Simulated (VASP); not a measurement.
# SiNi3 (P4mm) in VASP: further runs

The runs below take SiNi3 through single point, with PBEsol.

Everything below comes from runs of VASP 6.6.1. Logs are shortened: lines on timing, memory, paths and dates and some standing lists are left out, and cuts for length are marked.

## (1) The cell of the first run

It takes space group P4mm (No. 99, tetragonal). The conventional cell has a = 3.461 Å, b = 3.461 Å, c = 3.461 Å, α = 90.00°, β = 90.00°, γ = 90.00°. Within 3.0 Å of Si (site symmetry 4mm) lie 12 Ni at 2.24 to 2.68 Å. Within 3.0 Å of Ni (site symmetry 2mm) lie 4 Si at 2.24 to 2.68 Å and 8 Ni at 2.45 Å. Ni (site symmetry 4mm) has 8 Ni at 2.45 Å and 4 Si at 2.47 Å within 3.2 Å.

## (2) Single point, PBEsol (all Ni atoms moved +0.312 Å, as atom 2 along Cartesian [0 1 0])

The input, INCAR:

```
SYSTEM = SiNi3
PREC = Accurate
ENCUT = 520
EDIFF = 1E-6
ISMEAR = 0
SIGMA = 0.15
LREAL = .FALSE.
LASPH = .TRUE.
NELM = 80
ALGO = Fast
ISIF = 2
LWAVE = .FALSE.
LCHARG = .FALSE.
GGA = PS
NBANDS = 25
```

The input, KPOINTS:

```
Automatic mesh
0
G
  14 14 14
  0 0 0
```

The input, POSCAR:

```
SiNi3
1.0
    3.4612457436      0.0000000000      0.0000000000
    0.0000000000      3.4612457436      0.0000000000
    0.0000000000      0.0000000000      3.4612457436
Si Ni
1 3
Direct
    0.0000000000      0.0000000000      0.0000000000
    0.0000000000      0.5902854126      0.5000000000
    0.5000000000      0.0902854126      0.5000000000
    0.5000000000      0.5902854126      0.0000000000
```

Potentials or basis: VASP PAW PBE potentials, release 64 (Si, Ni).

Launch:

```bash
> cat potpaw_PBE.64/Si/POTCAR potpaw_PBE.64/Ni/POTCAR > POTCAR
> mpirun -np 1 vasp_std > vasp.out
```

OUTCAR:

```text
SYSTEM = SiNi3
   PREC = Accurate
   ENCUT = 520
   EDIFF = 1E-6
   ISMEAR = 0
   LREAL = .FALSE.
   LASPH = .TRUE.
   NELM = 80
   ISIF = 2
   GGA = PS

 ion  position               nearest neighbor table
   1  0.000  0.000  0.000-   2 2.24   4 2.24   2 2.24   4 2.24   3 2.47   3 2.47   3 2.47   3 2.47
                             4 2.68   2 2.68   2 2.68   4 2.68
   2  0.000  0.590  0.500-   1 2.24   1 2.24   4 2.45   3 2.45   4 2.45   3 2.45   3 2.45   4 2.45
                             4 2.45   3 2.45   1 2.68   1 2.68
   3  0.500  0.090  0.500-   2 2.45   4 2.45   4 2.45   2 2.45   4 2.45   4 2.45   2 2.45   2 2.45
                             1 2.47   1 2.47   1 2.47   1 2.47
   4  0.500  0.590  0.000-   1 2.24   1 2.24   3 2.45   2 2.45   3 2.45   3 2.45   3 2.45   2 2.45
                             2 2.45   2 2.45   1 2.68   1 2.68

  LATTYP: Found a simple cubic cell.
 ALAT       =     3.4612457436

  Lattice vectors:

 A1 = (   3.4612457436,   0.0000000000,   0.0000000000)
 A2 = (   0.0000000000,   3.4612457436,   0.0000000000)
 A3 = (   0.0000000000,   0.0000000000,   3.4612457436)

Analysis of symmetry for initial positions (statically):
=====================================================================
 Subroutine PRICEL returns:
 Original cell was already a primitive cell.

 Routine SETGRP: Setting up the symmetry group for a
 simple cubic supercell.

 Subroutine GETGRP returns: Found  8 space group operations
 (whereof  8 operations were pure point group operations)
 out of a pool of 48 trial point group operations.

The static configuration has the point symmetry C_4v.

Analysis of symmetry for dynamics (positions and initial velocities):
=====================================================================
 Subroutine PRICEL returns:
 Original cell was already a primitive cell.

 Routine SETGRP: Setting up the symmetry group for a
 simple cubic supercell.

 Subroutine GETGRP returns: Found  8 space group operations
 (whereof  8 operations were pure point group operations)
 out of a pool of 48 trial point group operations.

The dynamic configuration has the point symmetry C_4v.

 Subroutine INISYM returns: Found  8 space group operations
 (whereof  8 operations are pure point group operations),
 and found     1 'primitive' translations

----------------------------------------------------------------------------------------

                                     Primitive cell

  volume of cell :      41.4665

  direct lattice vectors                    reciprocal lattice vectors
     3.461245744  0.000000000  0.000000000     0.288913320  0.000000000  0.000000000
     0.000000000  3.461245744  0.000000000     0.000000000  0.288913320  0.000000000
     0.000000000  0.000000000  3.461245744     0.000000000  0.000000000  0.288913320

  length of vectors
     3.461245744  3.461245744  3.461245744     0.288913320  0.288913320  0.288913320

  position of ions in fractional coordinates (direct lattice)
     0.000000000  0.000000000  0.000000000
     0.000000000  0.590285413  0.500000000
     0.500000000  0.090285413  0.500000000
     0.500000000  0.590285413  0.000000000

  ion indices of the primitive-cell ions
   primitive index   ion index
                 1           1
                 2           2
                 3           3
                 4           4

----------------------------------------------------------------------------------------

 KPOINTS: Automatic mesh

Automatic generation of k-mesh.
 Grid dimensions read from file:
 generate k-points for:   14   14   14

 Generating k-lattice:

  Cartesian coordinates                     Fractional coordinates (reciprocal lattice)
     0.020636666  0.000000000  0.000000000     0.071428571  0.000000000  0.000000000
     0.000000000  0.020636666  0.000000000     0.000000000  0.071428571  0.000000000
     0.000000000  0.000000000  0.020636666     0.000000000  0.000000000  0.071428571

  Length of vectors
     0.020636666  0.020636666  0.020636666

  Shift w.r.t. Gamma in fractional coordinates (k-lattice)
     0.000000000  0.000000000  0.000000000

 Subroutine IBZKPT returns following result:
 ===========================================

 Found    288 irreducible k-points:

 Following reciprocal coordinates:
            Coordinates               Weight
  0.000000  0.000000  0.000000      1.000000
  0.071429  0.000000  0.000000      4.000000
  0.000000  0.071429  0.000000      2.000000
  0.142857  0.000000  0.000000      4.000000
  0.000000  0.142857  0.000000      2.000000
  0.214286  0.000000  0.000000      4.000000
[... 16 lines left out ...]
  0.071429  0.000000  0.214286      8.000000
  0.285714  0.071429  0.000000      8.000000
 [... further k-points ...]
   k-points           NKPTS =    288   k-points in BZ     NKDIM =    288   number of bands    NBANDS=     25
   number of dos      NEDOS =    301   number of ions     NIONS =      4
   total plane-waves  NPLWV =  21952
   dimension x,y,z NGX =    28 NGY =   28 NGZ =   28
   dimension x,y,z NGXF=    56 NGYF=   56 NGZF=   56
   ions per type =               1   3
   NGX,Y,Z   is equivalent  to a cutoff of  13.45, 13.45, 13.45 a.u.
   NGXF,Y,Z  is equivalent  to a cutoff of  26.90, 26.90, 26.90 a.u.
 SYSTEM =  SiNi3
   PREC   = accura    normal or accurate (medium, high low for compatibility)
   ISTART =      0    job   : 0-new  1-cont  2-samecut
   ICHARG =      2    charge: 1-file 2-atom 10-const
   ISPIN  =      1    spin polarized calculation?
   LNONCOLLINEAR =      F non collinear calculations
   LSORBIT =      F    spin-orbit coupling
   LASPH  =      T    aspherical Exc in radial PAW
   ENCUT  =  520.0 eV  38.22 Ry    6.18 a.u.   6.44  6.44  6.44*2*pi/ulx,y,z
   NELM   =     80;   NELMIN=  2; NELMDL= -5     # of ELM steps
   EDIFF  = 0.1E-05   stopping-criterion for ELM
   LREAL  =      F    real-space projection
   EDIFFG = 0.1E-04   stopping-criterion for IOM
   NSW    =      0    number of steps for IOM
   IBRION =     -1    ionic relax: 0-MD 1-quasi-New 2-CG
   NFREE  =      0    steps in history (QN), initial steepest desc. (CG)
   ISIF   =      2    stress and relaxation
   ISYM   =      2    0-nonsym 1-usesym 2-fastsym
   POTIM  = 0.5000    time-step for ionic-motion
   TEBEG  =    0.0;   TEEND  =   0.0 temperature during run
   PSTRESS=    0.0 pullay stress
   NELECT =      34.0000    total number of electrons
   NUPDOWN=      -1.0000    fix difference up-down
   EMIN   =  10.00;   EMAX   =-10.00  energy-range for DOS
   EFERMI =   0.00;   METHOD = LEGACY
   ISMEAR =     0;   SIGMA  =   0.15  broadening in eV -4-tet -1-fermi 0-gaus
   EFERMI_NEDOS =   21; number of points for ismear=-14 and -15
   IALGO  =     68    algorithm
   IMIX   =      4    mixing-type and parameters
     AMIX     =   0.40;   BMIX     =  1.00
     AMIX_MAG =   1.60;   BMIX_MAG =  1.00
  volume/ion in A,a.u.               =      10.37        69.96
  Fermi-wavevector in a.u.,A,eV,Ry     =   1.532270  2.895571 31.944467  2.347852
  Thomas-Fermi vector in A             =   2.639499
   LORBIT       =      0    0 simple, 1 ext, 2 COOP (PROOUT), +10 PAW based schemes
   GGA     = PS    functional components
   LHFCALC =     F    Hartree Fock is set to
   AEXX    =    0.0000 exact exchange contribution
   IVDW    =     0    specifies the selected vdW correction
   LEPSILON=     F    determine dielectric tensor
   LRPA    =     F    only Hartree local field effects (RPA)
 non-spin polarized calculation
 RMM-DIIS sequential band-by-band and
 Gauss-broadening in eV      SIGMA  =   0.15
  energy-cutoff  :      520.00
  volume of cell :       41.47
 maximum number of plane-waves:      1141
 NGX is ok and might be reduce to    28
   NGX = 13   NGY = 13   NGZ = 13

 number of electron      33.9999971 magnetization

 Free energy of the ion-electron system (eV)
  ---------------------------------------------------
  ext. energy  EPLUGINS =         0.00000000
  ---------------------------------------------------
  free energy    TOTEN  =       -25.97508996 eV

  energy without entropy =      -25.95708703  energy(sigma->0) =      -25.96608850

 E-fermi :  11.0807     XC(G=0): -13.4323

 val. band max:       11.0640222351   @ k =   0.0714   0.0000   0.1429
 cond. band min:      11.0826438840   @ k =   0.0714   0.0000   0.0714
 fundamental gap:      0.0186216489
 Fermi energy:        11.0807455756

 k-point     1 :       0.0000    0.0000    0.0000
  band No.  band energies     occupation
      1      -1.1581      2.00000
      2       5.9137      2.00000
      3       6.3964      2.00000
      4       6.8371      2.00000
      5       7.1583      2.00000
      6       7.1583      2.00000
[... 17 lines left out ...]
     24      21.9554      0.00000
     25      22.7581      0.00000

 k-point     2 :       0.0714    0.0000    0.0000
  band No.  band energies     occupation
      1      -1.0966      2.00000
      2       5.9210      2.00000
      3       6.4046      2.00000
      4       6.7749      2.00000
      5       7.1470      2.00000
      6       7.1956      2.00000
[... 17 lines left out ...]
     24      21.7894      0.00000
     25      22.5365      0.00000

 k-point     3 :       0.0000    0.0714    0.0000
  band No.  band energies     occupation
      1      -1.0972      2.00000
      2       5.9360      2.00000
      3       6.3199      2.00000
      4       6.8820      2.00000
      5       7.1532      2.00000
      6       7.1532      2.00000
[... 17 lines left out ...]
     24      21.7202      0.00000
     25      22.5703      0.00000

 k-point     4 :       0.1429    0.0000    0.0000
  band No.  band energies     occupation
      1      -0.9138      2.00000
      2       5.8558      2.00000
      3       6.3771      2.00000
      4       6.7497      2.00000
      5       7.1309      2.00000
      6       7.2579      2.00000
[... 17 lines left out ...]
     24      21.3300      0.00000
     25      21.7725      0.00000
[... 477 lines left out ...]
 k-point    22 :       0.0000    0.2143    0.0714
  band No.  band energies     occupation
      1      -0.5624      2.00000
      2       5.4929      2.00000
      3       6.2681      2.00000
      4       6.9925      2.00000
      5       7.0875      2.00000
      6       7.2870      2.00000
[... 17 lines left out ...]
     24      20.0705      0.00000
     25      22.2122      0.00000

 k-point    23 :       0.0714    0.0000    0.2143
  band No.  band energies     occupation
      1      -0.5566      2.00000
      2       5.5033      2.00000
      3       6.4339      2.00000
      4       6.7740      2.00000
      5       7.1524      2.00000
      6       7.3211      2.00000
[... 17 lines left out ...]
     24      20.6667      0.00000
     25      21.6593      0.00000

 k-point    24 :       0.2857    0.0714    0.0000
  band No.  band energies     occupation
      1      -0.1598      2.00000
      2       4.8481      2.00000
      3       6.5833      2.00000
      4       6.9877      2.00000
      5       7.0782      2.00000
      6       7.4150      2.00000
[... 17 lines left out ...]
     24      20.1936      0.00000
     25      22.2280      0.00000

 [... further k-points ...]
[... 5 lines left out ...]
  --------------------------------------------------------------------------------------
  -------------------------------------------------------------------------------------
  Total        1.4238556      1.7637918      1.4238556      0.0000000      0.0000000      0.0000000
  in kB       55.0147620     68.1491723     55.0147620      0.0000000      0.0000000      0.0000000
  external PRESSURE =      59.3928987 kB  Pullay stress =       0.0000000 kB

 VOLUME and BASIS-vectors are now :
 -----------------------------------------------------------------------------
  energy-cutoff  :      520.00
  volume of cell :       41.47
      direct lattice vectors                 reciprocal lattice vectors
     3.461245744  0.000000000  0.000000000     0.288913320  0.000000000  0.000000000
     0.000000000  3.461245744  0.000000000     0.000000000  0.288913320  0.000000000
     0.000000000  0.000000000  3.461245744     0.000000000  0.000000000  0.288913320

 POSITION                                       TOTAL-FORCE (eV/Angst)
 -----------------------------------------------------------------------------------
      0.00000      0.00000      0.00000         0.000000      2.277718      0.000000
      0.00000      2.04312      1.73062        -0.000000     -1.195272     -0.000000
      1.73062      0.31250      1.73062        -0.000000      0.112827      0.000000
      1.73062      2.04312      0.00000         0.000000     -1.195272     -0.000000
 -----------------------------------------------------------------------------------
    total drift:                                0.000000      0.000702      0.000007

  FREE ENERGIE OF THE ION-ELECTRON SYSTEM (eV)
  ---------------------------------------------------
  free  energy   TOTEN  =       -25.9750899621 eV

  energy  without entropy=      -25.9570870317  energy(sigma->0) =      -25.96608850
```

It took 4.9 min on 1 thread of Intel Xeon 6975P-C, shared host; peak memory 0.35 GiB.

What came out:

| Property | Result |
| --- | --- |
| Free energy | -25.9751 eV |
| Pressure | 5.9 GPa |
| Largest force | 2.278 eV/Å |
| Band gap on the k mesh | zero (band 17 reaches 11.12 eV, above the bottom of band 18 at 10.81 eV) |

Forces in eV/Å, atoms in the order of the input:
```
Si   0.000  2.278  0.000
Ni   0.000 -1.195  0.000
Ni   0.000  0.113  0.000
Ni   0.000 -1.195  0.000
```

Caveat: the cell differs from its parent crystal (all Ni atoms moved +0.312 Å, as atom 2 along Cartesian [0 1 0]); the PAW data sets were made with another functional, which shifts forces and pressure a little. Spin polarisation is off, so any magnetic state and its effect on volume and gap are missing.

## (3) Single point, PBEsol (all Ni atoms moved +0.188 Å, as atom 2 along Cartesian [0 1 0])

The input, INCAR:

```
SYSTEM = SiNi3
PREC = Accurate
ENCUT = 520
EDIFF = 1E-7
ISMEAR = 0
SIGMA = 0.15
LREAL = .FALSE.
LASPH = .TRUE.
NELM = 80
ALGO = Fast
ISIF = 2
LWAVE = .FALSE.
LCHARG = .TRUE.
GGA = PS
LELF = .TRUE.
LVHAR = .TRUE.
NBANDS = 25
```

The input, KPOINTS:

```
regular mesh
0
G
  14 14 14
  0 0 0
```

The input, POSCAR:

```
SiNi3
1.0
    3.4612457436      0.0000000000      0.0000000000
    0.0000000000      3.4612457436      0.0000000000
    0.0000000000      0.0000000000      3.4612457436
Si Ni
1 3
Direct
    0.0000000000      0.0000000000      0.0000000000
    0.0000000000      0.5541712475      0.5000000000
    0.5000000000      0.0541712475      0.5000000000
    0.5000000000      0.5541712475      0.0000000000
```

Potentials or basis: VASP PAW PBE potentials, release 64 (Si, Ni).

Launch:

```bash
> cat potpaw_PBE.64/Si/POTCAR potpaw_PBE.64/Ni/POTCAR > POTCAR
> mpirun -np 1 vasp_std > vasp.out
```

Wall time 5.2 min (1 thread of Intel Xeon 6975P-C, shared host); peak memory 0.35 GiB.

It converged, with:

```
Free energy            : -26.1917 eV
Pressure               : 2.2 GPa
Largest force          : 1.231 eV/Å
Band gap on the k mesh : zero (band 17 reaches 11.12 eV, above the bottom of band 18 at 10.85 eV)
```

Forces in eV/Å, atoms in the order of the input:
```
Si   0.000  1.231  0.000
Ni   0.000 -0.658  0.000
Ni   0.000  0.086  0.000
Ni   0.000 -0.658  0.000
```

Stress tensor (GPa, compression positive):
```
1.98 0.00 0.00
0.00 2.65 0.00
0.00 0.00 1.98
```

Levels at points of the mesh, in eV from the Fermi level:
| k point | band 15 | band 16 | band 17 | band 18 | band 19 | band 20 |
| --- | --- | --- | --- | --- | --- | --- |
| (0.00, 0.00, 0.00) | -0.58 | -0.33 | -0.01 | 0.02 | 0.02 | 5.07 |
| (0.50, 0.00, 0.00) | -1.24 | -0.58 | 0.03 | 3.60 | 3.80 | 5.33 |
| (0.00, 0.50, 0.00) | -1.24 | -0.62 | -0.01 | 3.77 | 3.77 | 5.35 |
| (0.50, 0.50, 0.00) | -1.20 | -1.12 | -1.03 | 0.69 | 0.72 | 5.79 |
| (0.50, 0.00, 0.50) | -1.24 | -1.07 | -1.03 | 0.68 | 0.68 | 5.10 |
| (0.50, 0.50, 0.50) | -1.29 | -0.56 | -0.24 | -0.24 | -0.23 | 1.36 |

Caveat: the cell differs from its parent crystal (all Ni atoms moved +0.188 Å, as atom 2 along Cartesian [0 1 0]); the PAW data sets were made with another functional, which shifts forces and pressure a little.
